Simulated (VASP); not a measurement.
# HfN (Fm-3m) in VASP: a series of runs

The runs below take HfN through single point, relaxation of cell and atoms, with PBEsol.

All numbers are computed with VASP 6.6.1; they aren't measurements. Logs are shortened: lines on timing, memory, paths and dates and some standing lists are left out, and cuts for length are marked.

## 1. The cell of the first run

Symmetry: Fm-3m, No. 225, cubic system. Conventional cell: a = 4.505 Å, b = 4.505 Å, c = 4.505 Å, α = 90.00°, β = 90.00°, γ = 90.00°. Hf (site symmetry m-3m) has 6 N at 2.25 Å within 3.0 Å. Within 3.0 Å of N (site symmetry m-3m) lie 6 Hf at 2.25 Å.

## 2. Single point, PBEsol

Contents of INCAR:

```
PREC = Accurate
ENCUT = 520
EDIFF = 1E-7
ISMEAR = 0
SIGMA = 0.1
LREAL = False
LASPH = True
NELM = 60
ALGO = Normal
ISIF = 2
LWAVE = False
LCHARG = False
GGA = PS
NBANDS = 14
```

Contents of KPOINTS:

```
Automatic mesh
0
Gamma
  8 8 8
```

Contents of POSCAR:

```
HfN
1.0
    0.0000000000      2.2524490518      2.2524490518
    2.2524490518      0.0000000000      2.2524490518
    2.2524490518      2.2524490518      0.0000000000
Hf N
1 1
Direct
    0.5000000000      0.5000000000      0.5000000000
    0.0000000000      0.0000000000      0.0000000000
```

Potentials or basis: VASP PAW PBE potentials, release 64 (Hf_pv, N).

Command:

```
> cat potpaw_PBE.64/Hf_pv/POTCAR potpaw_PBE.64/N/POTCAR > POTCAR
> mpirun -np 1 vasp_std > vasp.out
```

OUTCAR:

```text
PREC = Accurate
   ENCUT = 520
   EDIFF = 1E-7
   ISMEAR = 0
   LREAL = False
   LASPH = True
   NELM = 60
   ISIF = 2
   GGA = PS

 ion  position               nearest neighbor table
   1  0.500  0.500  0.500-   2 2.25   2 2.25   2 2.25   2 2.25   2 2.25   2 2.25
   2  0.000  0.000  0.000-   1 2.25   1 2.25   1 2.25   1 2.25   1 2.25   1 2.25

  LATTYP: Found a face centered cubic cell.
 ALAT       =     4.5048981036

  Lattice vectors:

 A1 = (   0.0000000000,   2.2524490518,   2.2524490518)
 A2 = (   2.2524490518,   0.0000000000,   2.2524490518)
 A3 = (   2.2524490518,   2.2524490518,   0.0000000000)

Analysis of symmetry for initial positions (statically):
=====================================================================
 Subroutine PRICEL returns:
 Original cell was already a primitive cell.

 Routine SETGRP: Setting up the symmetry group for a
 face centered cubic supercell.

 Subroutine GETGRP returns: Found 48 space group operations
 (whereof 48 operations were pure point group operations)
 out of a pool of 48 trial point group operations.

The static configuration has the point symmetry O_h .

Analysis of symmetry for dynamics (positions and initial velocities):
=====================================================================
 Subroutine PRICEL returns:
 Original cell was already a primitive cell.

 Routine SETGRP: Setting up the symmetry group for a
 face centered cubic supercell.

 Subroutine GETGRP returns: Found 48 space group operations
 (whereof 48 operations were pure point group operations)
 out of a pool of 48 trial point group operations.

The dynamic configuration has the point symmetry O_h .

 Subroutine INISYM returns: Found 48 space group operations
 (whereof 48 operations are pure point group operations),
 and found     1 'primitive' translations

----------------------------------------------------------------------------------------

                                     Primitive cell

  volume of cell :      22.8557

  direct lattice vectors                    reciprocal lattice vectors
     0.000000000  2.252449052  2.252449052    -0.221980604  0.221980604  0.221980604
     2.252449052  0.000000000  2.252449052     0.221980604 -0.221980604  0.221980604
     2.252449052  2.252449052  0.000000000     0.221980604  0.221980604 -0.221980604

  length of vectors
     3.185443998  3.185443998  3.185443998     0.384481684  0.384481684  0.384481684

  position of ions in fractional coordinates (direct lattice)
     0.500000000  0.500000000  0.500000000
     0.000000000  0.000000000  0.000000000

  ion indices of the primitive-cell ions
   primitive index   ion index
                 1           1
                 2           2

----------------------------------------------------------------------------------------

 KPOINTS: Automatic mesh

Automatic generation of k-mesh.
 Grid dimensions read from file:
 generate k-points for:    8    8    8

 Generating k-lattice:

  Cartesian coordinates                     Fractional coordinates (reciprocal lattice)
    -0.027747575  0.027747575  0.027747575     0.125000000  0.000000000  0.000000000
     0.027747575 -0.027747575  0.027747575     0.000000000  0.125000000  0.000000000
     0.027747575  0.027747575 -0.027747575     0.000000000  0.000000000  0.125000000

  Length of vectors
     0.048060210  0.048060210  0.048060210

  Shift w.r.t. Gamma in fractional coordinates (k-lattice)
     0.000000000  0.000000000  0.000000000

 Subroutine IBZKPT returns following result:
 ===========================================

 Found     29 irreducible k-points:

 Following reciprocal coordinates:
            Coordinates               Weight
  0.000000  0.000000  0.000000      1.000000
  0.125000  0.000000  0.000000      8.000000
  0.250000  0.000000  0.000000      8.000000
  0.375000  0.000000  0.000000      8.000000
  0.500000  0.000000  0.000000      4.000000
  0.125000  0.125000  0.000000      6.000000
[... 16 lines left out ...]
  0.500000  0.250000  0.125000     48.000000
 -0.375000  0.250000  0.125000     24.000000
 [... further k-points ...]
   k-points           NKPTS =     29   k-points in BZ     NKDIM =     29   number of bands    NBANDS=     14
   number of dos      NEDOS =    301   number of ions     NIONS =      2
   total plane-waves  NPLWV =  13824
   dimension x,y,z NGX =    24 NGY =   24 NGZ =   24
   dimension x,y,z NGXF=    48 NGYF=   48 NGZF=   48
   ions per type =               1   1
   NGX,Y,Z   is equivalent  to a cutoff of  12.53, 12.53, 12.53 a.u.
   NGXF,Y,Z  is equivalent  to a cutoff of  25.05, 25.05, 25.05 a.u.
 SYSTEM =  unknown system
   PREC   = accura    normal or accurate (medium, high low for compatibility)
   ISTART =      0    job   : 0-new  1-cont  2-samecut
   ICHARG =      2    charge: 1-file 2-atom 10-const
   ISPIN  =      1    spin polarized calculation?
   LNONCOLLINEAR =      F non collinear calculations
   LSORBIT =      F    spin-orbit coupling
   LASPH  =      T    aspherical Exc in radial PAW
   ENCUT  =  520.0 eV  38.22 Ry    6.18 a.u.   5.92  5.92  5.92*2*pi/ulx,y,z
   NELM   =     60;   NELMIN=  2; NELMDL= -5     # of ELM steps
   EDIFF  = 0.1E-06   stopping-criterion for ELM
   LREAL  =      F    real-space projection
   EDIFFG = 0.1E-05   stopping-criterion for IOM
   NSW    =      0    number of steps for IOM
   IBRION =     -1    ionic relax: 0-MD 1-quasi-New 2-CG
   NFREE  =      0    steps in history (QN), initial steepest desc. (CG)
   ISIF   =      2    stress and relaxation
   ISYM   =      2    0-nonsym 1-usesym 2-fastsym
   POTIM  = 0.5000    time-step for ionic-motion
   TEBEG  =    0.0;   TEEND  =   0.0 temperature during run
   PSTRESS=    0.0 pullay stress
   NELECT =      15.0000    total number of electrons
   NUPDOWN=      -1.0000    fix difference up-down
   EMIN   =  10.00;   EMAX   =-10.00  energy-range for DOS
   EFERMI =   0.00;   METHOD = LEGACY
   ISMEAR =     0;   SIGMA  =   0.10  broadening in eV -4-tet -1-fermi 0-gaus
   EFERMI_NEDOS =   21; number of points for ismear=-14 and -15
   IALGO  =     38    algorithm
   IMIX   =      4    mixing-type and parameters
     AMIX     =   0.40;   BMIX     =  1.00
     AMIX_MAG =   1.60;   BMIX_MAG =  1.00
  volume/ion in A,a.u.               =      11.43        77.12
  Fermi-wavevector in a.u.,A,eV,Ry     =   1.422679  2.688474 27.538406  2.024016
  Thomas-Fermi vector in A             =   2.543357
   LORBIT       =      0    0 simple, 1 ext, 2 COOP (PROOUT), +10 PAW based schemes
   GGA     = PS    functional components
   LHFCALC =     F    Hartree Fock is set to
   AEXX    =    0.0000 exact exchange contribution
   IVDW    =     0    specifies the selected vdW correction
   LEPSILON=     F    determine dielectric tensor
   LRPA    =     F    only Hartree local field effects (RPA)
 non-spin polarized calculation
 Gauss-broadening in eV      SIGMA  =   0.10
  energy-cutoff  :      520.00
  volume of cell :       22.86
 maximum number of plane-waves:       636
   NGX = 11   NGY = 11   NGZ = 11

 number of electron      15.0000001 magnetization

 Free energy of the ion-electron system (eV)
  ---------------------------------------------------
  ext. energy  EPLUGINS =         0.00000000
  ---------------------------------------------------
  free energy    TOTEN  =       -22.97705925 eV

  energy without entropy =      -22.97292762  energy(sigma->0) =      -22.97499344

 E-fermi :   8.2585     XC(G=0): -12.9399

 val. band max:        8.2181972476   @ k =   0.1250   0.0000   0.0000
 cond. band min:       8.2692537962   @ k =   0.3750   0.1250   0.0000
 fundamental gap:      0.0510565486
 Fermi energy:         8.2585156035

 k-point     1 :       0.0000    0.0000    0.0000
  band No.  band energies     occupation
      1     -22.7608      2.00000
      2     -22.7608      2.00000
      3     -22.7608      2.00000
      4      -9.2055      2.00000
      5       5.2936      2.00000
      6       5.2936      2.00000
      7       5.2936      2.00000
      8       7.8961      2.00000
      9       7.8961      2.00000
     10       7.8961      2.00000
     11      10.1756      0.00000
     12      10.2362      0.00000
     13      10.2362      0.00000
     14      17.8336      0.00000

 k-point     2 :       0.1250    0.0000    0.0000
  band No.  band energies     occupation
      1     -22.9212      2.00000
      2     -22.7741      2.00000
      3     -22.7741      2.00000
      4      -8.8428      2.00000
      5       3.9514      2.00000
      6       4.4874      2.00000
      7       4.4874      2.00000
      8       8.2182      1.43145
      9       8.3956      0.05257
     10       8.3956      0.05257
     11      11.2133      0.00000
     12      11.3635      0.00000
     13      11.3635      0.00000
     14      19.0149      0.00000

 k-point     3 :       0.2500    0.0000    0.0000
  band No.  band energies     occupation
      1     -23.2867      2.00000
      2     -22.8061      2.00000
      3     -22.8061      2.00000
      4      -7.9265      2.00000
      5       1.8146      2.00000
      6       3.2417      2.00000
      7       3.2417      2.00000
      8       8.8408      0.00000
      9       9.6106      0.00000
     10       9.6106      0.00000
     11      13.0318      0.00000
     12      13.6665      0.00000
     13      13.6665      0.00000
     14      20.5454      0.00000

 k-point     4 :       0.3750    0.0000    0.0000
  band No.  band energies     occupation
      1     -23.6261      2.00000
      2     -22.8377      2.00000
      3     -22.8377      2.00000
      4      -6.8867      2.00000
      5       0.0607      2.00000
      6       2.3683      2.00000
      7       2.3683      2.00000
      8      10.1315      0.00000
      9      11.1681      0.00000
     10      11.1681      0.00000
     11      13.7428      0.00000
     12      15.9893      0.00000
     13      15.9893      0.00000
     14      20.4231      0.00000

 k-point     5 :       0.5000    0.0000    0.0000
  band No.  band energies     occupation
      1     -23.7601      2.00000
      2     -22.8507      2.00000
      3     -22.8507      2.00000
      4      -6.3770      2.00000
      5      -0.6744      2.00000
      6       2.0633      2.00000
      7       2.0633      2.00000
      8      11.6130      0.00000
      9      12.0280      0.00000
     10      12.0280      0.00000
     11      12.7281      0.00000
[... 276 lines left out ...]
 k-point    22 :       0.3750    0.2500    0.1250
  band No.  band energies     occupation
      1     -23.3515      2.00000
      2     -22.9853      2.00000
      3     -22.8582      2.00000
      4      -7.6260      2.00000
      5       1.1595      2.00000
      6       3.1427      2.00000
      7       3.5603      2.00000
      8       7.4870      2.00000
      9      11.1183      0.00000
     10      11.6015      0.00000
     11      11.9654      0.00000
     12      13.6492      0.00000
     13      16.6740      0.00000
     14      20.5306      0.00000

 k-point    23 :       0.5000    0.2500    0.1250
  band No.  band energies     occupation
      1     -23.5265      2.00000
      2     -23.0769      2.00000
      3     -22.9065      2.00000
      4      -7.1385      2.00000
      5       0.6965      2.00000
      6       2.5296      2.00000
      7       2.9657      2.00000
      8       8.5203      0.00021
      9      11.8269      0.00000
     10      12.0809      0.00000
     11      13.3317      0.00000
     12      15.5895      0.00000
     13      17.5248      0.00000
     14      19.5464      0.00000

 k-point    24 :      -0.3750    0.2500    0.1250
  band No.  band energies     occupation
      1     -23.6010      2.00000
      2     -23.1009      2.00000
      3     -22.9359      2.00000
      4      -6.9390      2.00000
      5       0.5019      2.00000
      6       2.5071      2.00000
      7       2.5666      2.00000
      8       9.9312      0.00000
      9      10.3650      0.00000
     10      12.7004      0.00000
     11      14.7276      0.00000
     12      16.1471      0.00000
     13      17.7524      0.00000
     14      19.0583      0.00000

 [... further k-points ...]
[... 5 lines left out ...]
  --------------------------------------------------------------------------------------
  -------------------------------------------------------------------------------------
  Total       -0.3640366     -0.3640366     -0.3640366      0.0000000     -0.0000000      0.0000000
  in kB      -25.5188267    -25.5188267    -25.5188267      0.0000000     -0.0000000      0.0000000
  external PRESSURE =     -25.5188267 kB  Pullay stress =       0.0000000 kB

 VOLUME and BASIS-vectors are now :
 -----------------------------------------------------------------------------
  energy-cutoff  :      520.00
  volume of cell :       22.86
      direct lattice vectors                 reciprocal lattice vectors
     0.000000000  2.252449052  2.252449052    -0.221980604  0.221980604  0.221980604
     2.252449052  0.000000000  2.252449052     0.221980604 -0.221980604  0.221980604
     2.252449052  2.252449052  0.000000000     0.221980604  0.221980604 -0.221980604

 POSITION                                       TOTAL-FORCE (eV/Angst)
 -----------------------------------------------------------------------------------
      2.25245      2.25245      2.25245         0.000000      0.000000      0.000000
      0.00000      0.00000      0.00000        -0.000000     -0.000000      0.000000
 -----------------------------------------------------------------------------------
    total drift:                                0.000000     -0.000000     -0.000000

  FREE ENERGIE OF THE ION-ELECTRON SYSTEM (eV)
  ---------------------------------------------------
  free  energy   TOTEN  =       -22.9770592517 eV

  energy  without entropy=      -22.9729276226  energy(sigma->0) =      -22.97499344
```

Run time: 5.6 s. Hardware: 1 thread of AMD EPYC 9R45 (Zen 5), shared host; peak memory 0.11 GiB.

Results:

* Free energy: -22.9771 eV
* Pressure: -2.6 GPa

Caveat: the PAW data sets were made with another functional, which shifts forces and pressure a little; spin-orbit coupling is left out, which moves the levels of the heavy elements.

(Part 1 of 2 ends here.)
